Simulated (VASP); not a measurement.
# Ti (Fm-3m) in VASP: a series of runs

Ti is run at these levels: BLYP+D3(BJ); tasks: single point.

Everything below comes from runs of VASP 6.6.1. Logs are shortened: lines on timing, memory, paths and dates and some standing lists are left out, and cuts for length are marked.

### Step 1. The cell of the first run

Symmetry: Fm-3m, No. 225, cubic system. Conventional cell: a = 3.977 Å, b = 3.977 Å, c = 3.977 Å, α = 90.00°, β = 90.00°, γ = 90.00°. Ti (site symmetry m-3m) has 12 Ti at 2.81 Å within 3.7 Å.

### Step 2. Single point, BLYP+D3(BJ)

Contents of INCAR:

```
PREC = Accurate
ENCUT = 520
EDIFF = 1E-6
ISMEAR = 0
SIGMA = 0.025
LREAL = F
LASPH = T
NELM = 60
ALGO = Normal
ISIF = 2
LWAVE = F
LCHARG = F
GGA = B5
ALDAX = 1.0
AGGAX = 1.0
AGGAC = 1.0
ALDAC = 0.0
IVDW = 12
VDW_S6 = 1.0
VDW_S8 = 2.6996
VDW_A1 = 0.4298
VDW_A2 = 4.2359
NBANDS = 12
```

Contents of KPOINTS:

```
regular mesh
0
Gamma
  11 11 11
```

Contents of POSCAR:

```
Ti
1.0
    0.0000000000      1.9885598007      1.9885598007
    1.9885598007      0.0000000000      1.9885598007
    1.9885598007      1.9885598007      0.0000000000
Ti
1
Direct
    0.0000000000      0.0000000000      0.0000000000
```

Potentials or basis: VASP PAW PBE potentials, release 64 (Ti_sv).

On the command line:

```sh
cat potpaw_PBE.64/Ti_sv/POTCAR > POTCAR
mpirun -np 1 vasp_std > vasp.out
```

OUTCAR:

```text
PREC = Accurate
   ENCUT = 520
   EDIFF = 1E-6
   ISMEAR = 0
   LREAL = F
   LASPH = T
   NELM = 60
   ISIF = 2
   GGA = B5
   IVDW = 12
 IVDW          = 12

 ion  position               nearest neighbor table
   1  0.000  0.000  0.000-

  LATTYP: Found a face centered cubic cell.
 ALAT       =     3.9771196014

  Lattice vectors:

 A1 = (   0.0000000000,   1.9885598007,   1.9885598007)
 A2 = (   1.9885598007,   0.0000000000,   1.9885598007)
 A3 = (   1.9885598007,   1.9885598007,   0.0000000000)

Analysis of symmetry for initial positions (statically):
=====================================================================
 Subroutine PRICEL returns:
 Original cell was already a primitive cell.

 Routine SETGRP: Setting up the symmetry group for a
 face centered cubic supercell.

 Subroutine GETGRP returns: Found 48 space group operations
 (whereof 48 operations were pure point group operations)
 out of a pool of 48 trial point group operations.

The static configuration has the point symmetry O_h .

Analysis of symmetry for dynamics (positions and initial velocities):
=====================================================================
 Subroutine PRICEL returns:
 Original cell was already a primitive cell.

 Routine SETGRP: Setting up the symmetry group for a
 face centered cubic supercell.

 Subroutine GETGRP returns: Found 48 space group operations
 (whereof 48 operations were pure point group operations)
 out of a pool of 48 trial point group operations.

The dynamic configuration has the point symmetry O_h .

 Subroutine INISYM returns: Found 48 space group operations
 (whereof 48 operations are pure point group operations),
 and found     1 'primitive' translations

----------------------------------------------------------------------------------------

                                     Primitive cell

  volume of cell :      15.7270

  direct lattice vectors                    reciprocal lattice vectors
     0.000000000  1.988559801  1.988559801    -0.251438252  0.251438252  0.251438252
     1.988559801  0.000000000  1.988559801     0.251438252 -0.251438252  0.251438252
     1.988559801  1.988559801  0.000000000     0.251438252  0.251438252 -0.251438252

  length of vectors
     2.812248240  2.812248240  2.812248240     0.435503827  0.435503827  0.435503827

  position of ions in fractional coordinates (direct lattice)
     0.000000000  0.000000000  0.000000000

  ion indices of the primitive-cell ions
   primitive index   ion index
                 1           1

----------------------------------------------------------------------------------------
[... 82 lines left out ...]
   NUPDOWN=      -1.0000    fix difference up-down
   EMIN   =  10.00;   EMAX   =-10.00  energy-range for DOS
   EFERMI =   0.00;   METHOD = LEGACY
   ISMEAR =     0;   SIGMA  =   0.03  broadening in eV -4-tet -1-fermi 0-gaus
   EFERMI_NEDOS =   21; number of points for ismear=-14 and -15
   IALGO  =     38    algorithm
   IMIX   =      4    mixing-type and parameters
     AMIX     =   0.40;   BMIX     =  1.00
     AMIX_MAG =   1.60;   BMIX_MAG =  1.00
  volume/ion in A,a.u.               =      15.73       106.13
  Fermi-wavevector in a.u.,A,eV,Ry     =   1.495960  2.826954 30.448420  2.237896
  Thomas-Fermi vector in A             =   2.608038
   LORBIT       =      0    0 simple, 1 ext, 2 COOP (PROOUT), +10 PAW based schemes
   GGA     = B5    functional components
   LHFCALC =     F    Hartree Fock is set to
   AEXX    =    0.0000 exact exchange contribution
   IVDW    =    12    specifies the selected vdW correction
   LEPSILON=     F    determine dielectric tensor
   LRPA    =     F    only Hartree local field effects (RPA)
 non-spin polarized calculation
 Gauss-broadening in eV      SIGMA  =   0.03
  energy-cutoff  :      520.00
  volume of cell :       15.73
 maximum number of plane-waves:       440
 NGX is ok and might be reduce to    24
   NGX = 11   NGY = 11   NGZ = 11

 number of electron      11.9999998 magnetization

 Free energy of the ion-electron system (eV)
  ---------------------------------------------------
  ext. energy  EPLUGINS =         0.00000000
  ---------------------------------------------------
  free energy    TOTEN  =        -6.63440874 eV

  energy without entropy =       -6.63434978  energy(sigma->0) =       -6.63437926

 E-fermi :   9.7128     XC(G=0): -11.4252

 val. band max:        9.6817485010   @ k =  -0.4545   0.3636   0.1818
 cond. band min:       9.7920985918   @ k =   0.2727   0.0000   0.0000
 fundamental gap:      0.1103500909
 Fermi energy:         9.7128119031

 k-point     1 :       0.0000    0.0000    0.0000
  band No.  band energies     occupation
      1     -46.5611      2.00000
      2     -22.4497      2.00000
      3     -22.4496      2.00000
      4     -22.4496      2.00000
      5       3.6866      2.00000
      6      10.6399      0.00000
      7      10.6399      0.00000
      8      10.6399      0.00000
      9      12.4953      0.00000
     10      12.4953      0.00000
     11      25.7237      0.00000
     12      30.7408      0.00000
[... 331 lines left out ...]
 k-point    24 :      -0.1818    0.1818    0.0000
  band No.  band energies     occupation
      1     -46.4383      2.00000
      2     -22.9620      2.00000
      3     -22.6592      2.00000
      4     -22.5072      2.00000
      5       6.3190      2.00000
      6       9.4988      2.00000
      7      10.5716      0.00000
      8      11.6295      0.00000
      9      11.6297      0.00000
     10      13.5951      0.00000
     11      24.3743      0.00000
     12      25.0142      0.00000

 [... further k-points ...]

------------------------ aborting loop because EDIFF is reached ----------------------------------------

 Edisp (eV)   -1.57981

 E8    (eV) :    -1.2068

  FORCE on cell =-STRESS in cart. coord.  units (eV):
  Direction    XX          YY          ZZ          XY          YZ          ZX
  --------------------------------------------------------------------------------------
  -------------------------------------------------------------------------------------
  Total      -0.18011    -0.18011    -0.18011     0.00000     0.00000    -0.00000
  in kB     -18.34819   -18.34819   -18.34819     0.00000     0.00000    -0.00000
  external pressure =      -18.35 kB  Pullay stress =        0.00 kB

 VOLUME and BASIS-vectors are now :
 -----------------------------------------------------------------------------
  energy-cutoff  :      520.00
  volume of cell :       15.73
      direct lattice vectors                 reciprocal lattice vectors
     0.000000000  1.988559801  1.988559801    -0.251438252  0.251438252  0.251438252
     1.988559801  0.000000000  1.988559801     0.251438252 -0.251438252  0.251438252
     1.988559801  1.988559801  0.000000000     0.251438252  0.251438252 -0.251438252

 POSITION                                       TOTAL-FORCE (eV/Angst)
 -----------------------------------------------------------------------------------
      0.00000      0.00000      0.00000        -0.000000     -0.000000     -0.000000
 -----------------------------------------------------------------------------------
    total drift:                               -0.000000      0.000000      0.000000

  FREE ENERGIE OF THE ION-ELECTRON SYSTEM (eV)
  ---------------------------------------------------
  free  energy   TOTEN  =        -8.2142203496 eV

  energy  without entropy=       -8.2141613863  energy(sigma->0) =       -8.21419087
```

OSZICAR:

```text
N       E                     dE             d eps       ncg     rms          rms(c)
DAV:   1     0.852686404394E+02    0.85269E+02   -0.65974E+03  1360   0.121E+03
DAV:   2    -0.333363467914E+01   -0.88602E+02   -0.86087E+02  1360   0.294E+02
DAV:   3    -0.719590537051E+01   -0.38623E+01   -0.38248E+01  1752   0.627E+01
DAV:   4    -0.729914872916E+01   -0.10324E+00   -0.10298E+00  1552   0.882E+00
DAV:   5    -0.730177873954E+01   -0.26300E-02   -0.26299E-02  1568   0.126E+00    0.884E+00
DAV:   6    -0.661635858389E+01    0.68542E+00   -0.15294E+00  1464   0.184E+01    0.260E+00
DAV:   7    -0.662034917176E+01   -0.39906E-02   -0.81786E-02  1604   0.323E+00    0.137E+00
DAV:   8    -0.663407869257E+01   -0.13730E-01   -0.38167E-02  1396   0.214E+00    0.638E-02
DAV:   9    -0.663434631230E+01   -0.26762E-03   -0.21683E-03  1528   0.344E-01    0.798E-02
DAV:  10    -0.663443954512E+01   -0.93233E-04   -0.20158E-04  1416   0.144E-01    0.212E-02
DAV:  11    -0.663440703100E+01    0.32514E-04   -0.32912E-05  1652   0.794E-02    0.237E-03
DAV:  12    -0.663440805665E+01   -0.10257E-05   -0.77771E-07  1184   0.953E-03    0.141E-03
DAV:  13    -0.663440874138E+01   -0.68474E-06   -0.40144E-07   856   0.520E-03
   1 F= -.82142203E+01 E0= -.82141909E+01  d E =-.589633E-04
```

stdout:

```text
POSCAR found type information on POSCAR Ti
 POSCAR found :  1 types and       1 ions
 scaLAPACK will be used
 -----------------------------------------------------------------------------
|                                                                             |
|                                                                             |
|     You enforced a specific xc type in the INCAR file but a different       |
|     I HOPE YOU KNOW WHAT YOU ARE DOING!                                     |
|                                                                             |
 -----------------------------------------------------------------------------

 LDA part: xc-table for (Slater(with rela. corr.)+VWN5), standard interpolation
 POSCAR, INCAR and KPOINTS ok, starting setup
 FFT: planning ... GRIDC
 FFT: planning ... GRID_SOFT
 FFT: planning ... GRID
 WAVECAR not read
 entering main loop
```

Wall time 20 s (1 thread of Intel Xeon Platinum 8375C at 2.90GHz (Ice Lake), shared host); peak memory 0.15 GiB.

Results:

| Quantity | Value |
| --- | --- |
| Free energy | -8.2142 eV |
| Pressure | -1.8 GPa |
| Band gap on the k mesh | zero (band 6 reaches 10.64 eV, above the bottom of band 7 at 9.47 eV) |
| Dispersion energy per atom | -1.580 eV |

Levels at points of the mesh, in eV from the Fermi level:
| k point | band 2 | band 3 | band 4 | band 5 | band 6 | band 7 | band 8 | band 9 | band 10 | band 11 |
| --- | --- | --- | --- | --- | --- | --- | --- | --- | --- | --- |
| (0.00, 0.00, 0.00) | -32.16 | -32.16 | -32.16 | -6.03 | 0.93 | 0.93 | 0.93 | 2.78 | 2.78 | 16.01 |

Caveat: three body term missing; the PAW data sets were made with another functional, which shifts forces and pressure a little; pairwise dispersion overbinds metals, which lowers pressure and volume.

[end of part 1 of 2]
